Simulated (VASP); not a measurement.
# Al3BP4 (I-42m) in VASP: a series of runs

Runs on Al3BP4. Level: PBE. Tasks: single point.

Everything below comes from runs of VASP 6.6.1. Logs are shortened: lines on timing, memory, paths and dates and some standing lists are left out, and cuts for length are marked.

### Step 1. The cell of the first run

Symmetry: I-42m, No. 121, tetragonal system. The conventional cell has a = 5.280 Å, b = 5.280 Å, c = 10.485 Å, α = 90.00°, β = 90.00°, γ = 90.00°. Al (site symmetry -4) has 4 P at 2.36 Å within 3.1 Å. Within 3.2 Å of Al (site symmetry -42m) lie 4 P at 2.42 Å. Within 2.7 Å of B (site symmetry -42m) lie 4 P at 2.02 Å. Within 2.7 Å of P (site symmetry m) lie 1 B at 2.02 Å and 3 Al at 2.36 to 2.42 Å.

### Step 2. Single point, PBE

Input file INCAR:

```
PREC = Accurate
ENCUT = 520
EDIFF = 1E-6
ISMEAR = 0
SIGMA = 0.1
LREAL = False
LASPH = True
NELM = 100
ALGO = Normal
ISIF = 2
LWAVE = False
LCHARG = False
GGA = PE
NBANDS = 26
```

Input file KPOINTS:

```
Automatic mesh
0
Gamma
  4 4 4
```

Input file POSCAR:

```
Al3BP4
1.0
    5.2803183874      0.0000000000      0.0000000000
    0.0000000000      5.2803183874      0.0000000000
   -2.6401591937     -2.6401591937      5.2427370103
Al B P
3 1 4
Direct
    0.2500000000      0.7500000000      0.5000000000
    0.5000000000      0.5000000000      0.0000000000
    0.7500000000      0.2500000000      0.5000000000
    0.0000000000      0.0000000000      1.0000000000
    0.1046560477      0.1046560477      0.7720066160
    0.3326494317      0.8953439523      0.2279933840
    0.6673505683      0.6673505683      0.7720066160
    0.8953439523      0.3326494317      0.2279933840
```

Potentials or basis: VASP PAW PBE potentials, release 64 (Al, B, P).

Started as:

```console
$ cat potpaw_PBE.64/Al/POTCAR potpaw_PBE.64/B/POTCAR potpaw_PBE.64/P/POTCAR > POTCAR
$ mpirun -np 1 vasp_std > vasp.out
```

OUTCAR:

```text
PREC = Accurate
   ENCUT = 520
   EDIFF = 1E-6
   ISMEAR = 0
   LREAL = False
   LASPH = True
   NELM = 100
   ISIF = 2
   GGA = PE

 ion  position               nearest neighbor table
   1  0.250  0.750  0.500-   5 2.36   6 2.36   7 2.36   8 2.36
   2  0.500  0.500  0.000-   5 2.42   6 2.42   7 2.42   8 2.42
   3  0.750  0.250  0.500-   5 2.36   6 2.36   7 2.36   8 2.36
   4  0.000  0.000  0.000-   5 2.02   6 2.02   7 2.02   8 2.02
   5  0.105  0.105  0.772-   4 2.02   3 2.36   1 2.36   2 2.42
   6  0.333  0.895  0.228-   4 2.02   3 2.36   1 2.36   2 2.42
   7  0.667  0.667  0.772-   4 2.02   3 2.36   1 2.36   2 2.42
   8  0.895  0.333  0.228-   4 2.02   3 2.36   1 2.36   2 2.42

  LATTYP: Found a body centered tetragonal cell.
 ALAT       =     5.2803183874
 C/A-ratio  =     1.9857654882

  Lattice vectors:

 A1 = (   2.6401591937,  -2.6401591937,  -5.2427370103)
 A2 = (  -2.6401591937,   2.6401591937,  -5.2427370103)
 A3 = (   2.6401591937,   2.6401591937,   5.2427370103)

Analysis of symmetry for initial positions (statically):
=====================================================================
 Subroutine PRICEL returns:
 Original cell was already a primitive cell.

 Routine SETGRP: Setting up the symmetry group for a
 body centered tetragonal supercell.

 Subroutine GETGRP returns: Found  8 space group operations
 (whereof  8 operations were pure point group operations)
 out of a pool of 16 trial point group operations.

The static configuration has the point symmetry D_2d.

Analysis of symmetry for dynamics (positions and initial velocities):
=====================================================================
 Subroutine PRICEL returns:
 Original cell was already a primitive cell.

 Routine SETGRP: Setting up the symmetry group for a
 body centered tetragonal supercell.

 Subroutine GETGRP returns: Found  8 space group operations
 (whereof  8 operations were pure point group operations)
 out of a pool of 16 trial point group operations.

The dynamic configuration has the point symmetry D_2d.

 Subroutine INISYM returns: Found  8 space group operations
 (whereof  8 operations are pure point group operations),
 and found     1 'primitive' translations

----------------------------------------------------------------------------------------

                                     Primitive cell

  volume of cell :     146.1767

  direct lattice vectors                    reciprocal lattice vectors
     5.280318387  0.000000000  0.000000000     0.189382520  0.000000000  0.095370033
     0.000000000  5.280318387  0.000000000     0.000000000  0.189382520  0.095370033
    -2.640159194 -2.640159194  5.242737010     0.000000000  0.000000000  0.190740065

  length of vectors
     5.280318387  5.280318387  6.436394371     0.212040519  0.212040519  0.190740065

  position of ions in fractional coordinates (direct lattice)
     0.250000000  0.750000000  0.500000000
     0.500000000  0.500000000  0.000000000
     0.750000000  0.250000000  0.500000000
     0.000000000  0.000000000  0.000000000
     0.104656048  0.104656048  0.772006616
     0.332649432  0.895343952  0.227993384
     0.667350568  0.667350568  0.772006616
     0.895343952  0.332649432  0.227993384

  ion indices of the primitive-cell ions
   primitive index   ion index
                 1           1
                 2           2
                 3           3
                 4           4
                 5           5
                 6           6
                 7           7
                 8           8

----------------------------------------------------------------------------------------

 KPOINTS: Automatic mesh

Automatic generation of k-mesh.
 Grid dimensions read from file:
 generate k-points for:    4    4    4

 Generating k-lattice:

  Cartesian coordinates                     Fractional coordinates (reciprocal lattice)
     0.047345630  0.000000000  0.023842508     0.250000000  0.000000000 -0.000000000
     0.000000000  0.047345630  0.023842508     0.000000000  0.250000000 -0.000000000
     0.000000000  0.000000000  0.047685016     0.000000000  0.000000000  0.250000000

  Length of vectors
     0.053010130  0.053010130  0.047685016

  Shift w.r.t. Gamma in fractional coordinates (k-lattice)
     0.000000000  0.000000000  0.000000000

 Subroutine IBZKPT returns following result:
 ===========================================

 Found     13 irreducible k-points:

 Following reciprocal coordinates:
            Coordinates               Weight
  0.000000  0.000000  0.000000      1.000000
  0.250000  0.000000  0.000000      8.000000
  0.500000  0.000000  0.000000      4.000000
  0.250000  0.250000  0.000000      8.000000
  0.500000  0.250000  0.000000     16.000000
 -0.250000  0.250000  0.000000      4.000000
  0.500000  0.500000  0.000000      2.000000
  0.000000  0.000000  0.250000      2.000000
  0.250000  0.000000  0.250000      8.000000
  0.500000  0.000000  0.250000      4.000000
  0.250000  0.250000  0.250000      4.000000
  0.500000  0.500000  0.250000      2.000000
  0.000000  0.000000  0.500000      1.000000
   k-points           NKPTS =     13   k-points in BZ     NKDIM =     13   number of bands    NBANDS=     26
   number of dos      NEDOS =    301   number of ions     NIONS =      8
   total plane-waves  NPLWV =  76800
   dimension x,y,z NGX =    40 NGY =   40 NGZ =   48
   dimension x,y,z NGXF=    80 NGYF=   80 NGZF=   96
   ions per type =               3   1   4
   NGX,Y,Z   is equivalent  to a cutoff of  12.59, 12.59, 12.40 a.u.
   NGXF,Y,Z  is equivalent  to a cutoff of  25.19, 25.19, 24.80 a.u.
 SYSTEM =  unknown system
   PREC   = accura    normal or accurate (medium, high low for compatibility)
   ISTART =      0    job   : 0-new  1-cont  2-samecut
   ICHARG =      2    charge: 1-file 2-atom 10-const
   ISPIN  =      1    spin polarized calculation?
   LNONCOLLINEAR =      F non collinear calculations
   LSORBIT =      F    spin-orbit coupling
   LASPH  =      T    aspherical Exc in radial PAW
   ENCUT  =  520.0 eV  38.22 Ry    6.18 a.u.   9.82  9.82 11.97*2*pi/ulx,y,z
   NELM   =    100;   NELMIN=  2; NELMDL= -5     # of ELM steps
   EDIFF  = 0.1E-05   stopping-criterion for ELM
   LREAL  =      F    real-space projection
   EDIFFG = 0.1E-04   stopping-criterion for IOM
   NSW    =      0    number of steps for IOM
   IBRION =     -1    ionic relax: 0-MD 1-quasi-New 2-CG
   NFREE  =      0    steps in history (QN), initial steepest desc. (CG)
   ISIF   =      2    stress and relaxation
   ISYM   =      2    0-nonsym 1-usesym 2-fastsym
   POTIM  = 0.5000    time-step for ionic-motion
   TEBEG  =    0.0;   TEEND  =   0.0 temperature during run
   PSTRESS=    0.0 pullay stress
   NELECT =      32.0000    total number of electrons
   NUPDOWN=      -1.0000    fix difference up-down
   EMIN   =  10.00;   EMAX   =-10.00  energy-range for DOS
   EFERMI =   0.00;   METHOD = LEGACY
   ISMEAR =     0;   SIGMA  =   0.10  broadening in eV -4-tet -1-fermi 0-gaus
   EFERMI_NEDOS =   21; number of points for ismear=-14 and -15
   IALGO  =     38    algorithm
   IMIX   =      4    mixing-type and parameters
     AMIX     =   0.40;   BMIX     =  1.00
     AMIX_MAG =   1.60;   BMIX_MAG =  1.00
  volume/ion in A,a.u.               =      18.27       123.31
  Fermi-wavevector in a.u.,A,eV,Ry     =   0.986655  1.864508 13.245114  0.973488
  Thomas-Fermi vector in A             =   2.118052
   LORBIT       =      0    0 simple, 1 ext, 2 COOP (PROOUT), +10 PAW based schemes
   GGA     = PE    functional components
   LHFCALC =     F    Hartree Fock is set to
   AEXX    =    0.0000 exact exchange contribution
   IVDW    =     0    specifies the selected vdW correction
   LEPSILON=     F    determine dielectric tensor
   LRPA    =     F    only Hartree local field effects (RPA)
 non-spin polarized calculation
 Gauss-broadening in eV      SIGMA  =   0.10
  energy-cutoff  :      520.00
  volume of cell :      146.18
 maximum number of plane-waves:      3954
   NGX = 19   NGY = 19   NGZ = 23

 number of electron      32.0000002 magnetization

 Free energy of the ion-electron system (eV)
  ---------------------------------------------------
  ext. energy  EPLUGINS =         0.00000000
  ---------------------------------------------------
  free energy    TOTEN  =       -43.14772827 eV

  energy without entropy =      -43.14772827  energy(sigma->0) =      -43.14772827

 E-fermi :   5.6349     XC(G=0):  -9.5156

 val. band max:        5.2066741306   @ k =   0.0000   0.0000   0.0000
 cond. band min:       6.3455342965   @ k =   0.0000   0.0000   0.0000
 fundamental gap:      1.1388601659
 Fermi energy:         5.6348505284

 k-point     1 :       0.0000    0.0000    0.0000
  band No.  band energies     occupation
      1      -7.3563      2.00000
      2      -4.4035      2.00000
      3      -4.2700      2.00000
      4      -4.2700      2.00000
      5      -2.0652      2.00000
      6      -0.0130      2.00000
[... 18 lines left out ...]
     25      10.6144      0.00000
     26      11.2382      0.00000

 k-point     2 :       0.2500    0.0000    0.0000
  band No.  band energies     occupation
      1      -7.0761      2.00000
      2      -4.8659      2.00000
      3      -4.5156      2.00000
      4      -4.4207      2.00000
      5      -1.5573      2.00000
      6       0.0443      2.00000
[... 18 lines left out ...]
     25      10.7143      0.00000
     26      10.9976      0.00000

 k-point     3 :       0.5000    0.0000    0.0000
  band No.  band energies     occupation
      1      -6.5797      2.00000
      2      -5.6118      2.00000
      3      -4.6346      2.00000
      4      -4.5558      2.00000
      5      -1.1780      2.00000
      6       0.4531      2.00000
[... 253 lines left out ...]
 k-point    12 :       0.5000    0.5000    0.2500
  band No.  band energies     occupation
      1      -6.2005      2.00000
      2      -5.1210      2.00000
      3      -5.1210      2.00000
      4      -4.9601      2.00000
      5      -0.9878      2.00000
      6      -0.6940      2.00000
[... 18 lines left out ...]
     25      10.2994      0.00000
     26      10.2994      0.00000

 k-point    13 :       0.0000    0.0000    0.5000
  band No.  band energies     occupation
      1      -6.7403      2.00000
      2      -5.8340      2.00000
      3      -4.3450      2.00000
      4      -4.3450      2.00000
      5      -1.5222      2.00000
      6      -0.3276      2.00000
[... 18 lines left out ...]
     25      11.3468      0.00000
     26      11.3468      0.00000

------------------------ aborting loop because EDIFF is reached ----------------------------------------

  FORCE on cell =-STRESS in cart. coord.  units (eV):
  Direction    XX          YY          ZZ          XY          YZ          ZX
  --------------------------------------------------------------------------------------
  -------------------------------------------------------------------------------------
  Total       -0.0707526     -0.0707526     -0.1581819      0.0000000      0.0000000     -0.0000000
  in kB       -0.7754872     -0.7754872     -1.7337601      0.0000000      0.0000000     -0.0000000
  external PRESSURE =      -1.0949115 kB  Pullay stress =       0.0000000 kB

 VOLUME and BASIS-vectors are now :
 -----------------------------------------------------------------------------
  energy-cutoff  :      520.00
  volume of cell :      146.18
      direct lattice vectors                 reciprocal lattice vectors
     5.280318387  0.000000000  0.000000000     0.189382520  0.000000000  0.095370033
     0.000000000  5.280318387  0.000000000     0.000000000  0.189382520  0.095370033
    -2.640159194 -2.640159194  5.242737010     0.000000000  0.000000000  0.190740065

 POSITION                                       TOTAL-FORCE (eV/Angst)
 -----------------------------------------------------------------------------------
      0.00000      2.64016      2.62137        -0.000000      0.000000      0.000000
      2.64016      2.64016      0.00000        -0.000000     -0.000000      0.000000
      2.64016      0.00000      2.62137        -0.000000      0.000000      0.000000
      0.00000      0.00000      0.00000        -0.000000      0.000000      0.000000
     -1.48560     -1.48560      4.04743        -0.001088     -0.001088      0.002730
      1.15456      4.12576      1.19531        -0.001088      0.001088     -0.002730
      1.48560      1.48560      4.04743         0.001088      0.001088      0.002730
      4.12576      1.15456      1.19531         0.001088     -0.001088     -0.002730
 -----------------------------------------------------------------------------------
    total drift:                               -0.000001     -0.000001     -0.000001

  FREE ENERGIE OF THE ION-ELECTRON SYSTEM (eV)
  ---------------------------------------------------
  free  energy   TOTEN  =       -43.1477282672 eV

  energy  without entropy=      -43.1477282672  energy(sigma->0) =      -43.14772827
```

Wall time 21 s (1 thread of Intel Xeon 6975P-C (Granite Rapids), shared host); peak memory 0.26 GiB.

Results:

| Quantity | Value |
| --- | --- |
| Free energy | -43.1477 eV |
| Pressure | -0.1 GPa |
| Largest force | 0.003 eV/Å |
| Band gap on the k mesh | 1.14 eV |

Forces on the atoms (eV/Å):
```
Al   0.000  0.000  0.000
Al   0.000  0.000  0.000
Al   0.000  0.000  0.000
B    0.000  0.000  0.000
P   -0.001 -0.001  0.003
P   -0.001  0.001 -0.003
P    0.001  0.001  0.003
P    0.001 -0.001 -0.003
```

Levels at points of the mesh, in eV from the valence-band top:
```
           k point  band 12  band 13  band 14  band 15  band 16  band 17  band 18  band 19  band 20  band 21
(0.00, 0.00, 0.00)    -2.29    -2.29    -0.13     0.00     0.00     1.14     1.86     3.57     3.61     3.61
(0.50, 0.00, 0.00)    -2.13    -1.95    -1.85    -1.23    -0.99     3.02     3.30     3.83     3.87     3.98
(0.50, 0.50, 0.00)    -1.30    -1.22    -0.88    -0.74    -0.58     1.88     3.06     3.12     3.89     3.98
(0.00, 0.00, 0.50)    -2.20    -1.68    -1.68    -1.20    -1.20     1.53     1.53     1.88     2.25     2.49
```

### Step 3. Single point, PBE

This run uses another cell than the first one, of 16.84 Å³/atom.

Input file INCAR:

```
SYSTEM = Al3BP4
  ALGO = Normal
  EDIFF = 1E-7
  ENCUT = 520
  GGA = PE
  ISIF = 2
  ISMEAR = 0
  LASPH = .TRUE.
  LCHARG = .FALSE.
  LREAL = .FALSE.
  LWAVE = .FALSE.
  NBANDS = 26
  NELM = 80
  PREC = Accurate
  SIGMA = 0.1
```

Input file KPOINTS:

```
k-points
0
G
  6 6 6
  0 0 0
```

Input file POSCAR:

```
Al3BP4
1.0
   -2.5631265500      2.5631265500      5.1262531100
    2.5631265500     -2.5631265500      5.1262531100
    2.5631265500      2.5631265500     -5.1262531100
Al B P
3 1 4
Direct
    0.7500000000      0.2500000000      0.5000000000
    0.5000000000      0.5000000000      0.0000000000
    0.2500000000      0.7500000000      0.5000000000
    0.0000000000      0.0000000000      0.0000000000
    0.1250000000      0.1250000000      0.5000000000
    0.8750000000      0.3750000000      0.0000000000
    0.6250000000      0.6250000000      0.5000000000
    0.3750000000      0.8750000000      0.0000000000
```

Potentials or basis: VASP PAW PBE potentials, release 64 (Al, B, P).

Started as:

```console
$ cat potpaw_PBE.64/Al/POTCAR potpaw_PBE.64/B/POTCAR potpaw_PBE.64/P/POTCAR > POTCAR
$ mpirun -np 1 vasp_std > vasp.out
```

OUTCAR:

```text
SYSTEM = Al3BP4
   EDIFF = 1E-7
   ENCUT = 520
   GGA = PE
   ISIF = 2
   ISMEAR = 0
   LASPH = .TRUE.
   LREAL = .FALSE.
   NELM = 80
   PREC = Accurate

 ion  position               nearest neighbor table
   1  0.750  0.250  0.500-   5 2.22   6 2.22   7 2.22   8 2.22
   2  0.500  0.500  0.000-   6 2.22   7 2.22   8 2.22   5 2.22
   3  0.250  0.750  0.500-   5 2.22   7 2.22   8 2.22   6 2.22
   4  0.000  0.000  0.000-   5 2.22   6 2.22   8 2.22   7 2.22
   5  0.125  0.125  0.500-   1 2.22   2 2.22   3 2.22   4 2.22
   6  0.875  0.375  0.000-   2 2.22   3 2.22   4 2.22   1 2.22
   7  0.625  0.625  0.500-   1 2.22   3 2.22   4 2.22   2 2.22
   8  0.375  0.875  0.000-   1 2.22   2 2.22   4 2.22   3 2.22

  LATTYP: Found a body centered tetragonal cell.
 ALAT       =     5.1262531000
 C/A-ratio  =     2.0000000039

  Lattice vectors:

 A1 = (  -2.5631265500,   2.5631265500,   5.1262531100)
 A2 = (   2.5631265500,  -2.5631265500,   5.1262531100)
 A3 = (   2.5631265500,   2.5631265500,  -5.1262531100)

Analysis of symmetry for initial positions (statically):
[... 186 lines left out ...]

 val. band max:        5.8245390939   @ k =   0.0000   0.0000   0.0000
 cond. band min:       6.9275776831   @ k =   0.5000   0.5000   0.5000
 fundamental gap:      1.1030385892
 Fermi energy:         6.2510567920

 k-point     1 :       0.0000    0.0000    0.0000
  band No.  band energies     occupation
      1      -6.9013      2.00000
      2      -3.8324      2.00000
      3      -3.7449      2.00000
      4      -3.7449      2.00000
      5      -0.7700      2.00000
      6       0.0179      2.00000
[... 685 lines left out ...]
     25      10.7100      0.00000
     26      12.1148      0.00000

 [... further k-points ...]
[... 5 lines left out ...]
  --------------------------------------------------------------------------------------
  -------------------------------------------------------------------------------------
  Total       11.8927788     11.8927788     11.8692772      0.0000000      0.0000000      0.0000000
  in kB      141.4470158    141.4470158    141.1674992      0.0000000      0.0000000      0.0000000
  external PRESSURE =     141.3538436 kB  Pullay stress =       0.0000000 kB

 VOLUME and BASIS-vectors are now :
 -----------------------------------------------------------------------------
  energy-cutoff  :      520.00
  volume of cell :      134.71
      direct lattice vectors                 reciprocal lattice vectors
    -2.563126550  2.563126550  5.126253110     0.000000000  0.195074254  0.097537127
     2.563126550 -2.563126550  5.126253110     0.195074254  0.000000000  0.097537127
     2.563126550  2.563126550 -5.126253110     0.195074254  0.195074254  0.000000000

 POSITION                                       TOTAL-FORCE (eV/Angst)
 -----------------------------------------------------------------------------------
      0.00000      2.56313      2.56313         0.000000     -0.000000      0.000000
      0.00000      0.00000      5.12625         0.000000     -0.000000      0.000000
      2.56313      0.00000      2.56313         0.000000     -0.000000     -0.000000
      0.00000      0.00000      0.00000        -0.000000     -0.000000      0.000000
      1.28156      1.28156     -1.28156        -1.993509     -1.993509      1.850200
     -1.28156      1.28156      6.40782        -1.993509      1.993509     -1.850200
      1.28156      1.28156      3.84469         1.993509      1.993509      1.850200
      1.28156     -1.28156      6.40782         1.993509     -1.993509     -1.850200
 -----------------------------------------------------------------------------------
    total drift:                                0.000001      0.000001      0.000001

  FREE ENERGIE OF THE ION-ELECTRON SYSTEM (eV)
  ---------------------------------------------------
  free  energy   TOTEN  =       -40.9022715111 eV

  energy  without entropy=      -40.9022715111  energy(sigma->0) =      -40.90227151
```

Wall time 55 s (1 thread of Intel Xeon 6975P-C (Granite Rapids), shared host); peak memory 0.35 GiB.

Results:

```
Free energy            : -40.9023 eV
Pressure               : 14.1 GPa
Largest force          : 3.372 eV/Å
Band gap on the k mesh : 1.10 eV (least direct gap 1.40 eV)
```

Forces in eV/Å, atoms in the order of the input:
```
Al   0.000  0.000  0.000
Al   0.000  0.000  0.000
Al   0.000  0.000  0.000
B    0.000  0.000  0.000
P   -1.994 -1.994  1.850
P   -1.994  1.994 -1.850
P    1.994  1.994  1.850
P    1.994 -1.994 -1.850
```

Caveat: the cell stands under pressure; forces of over 1 eV/Å act on the atoms, so gaps and moduli don't describe the material at rest. A k mesh can miss the band edges.

[end of part 1 of 2]
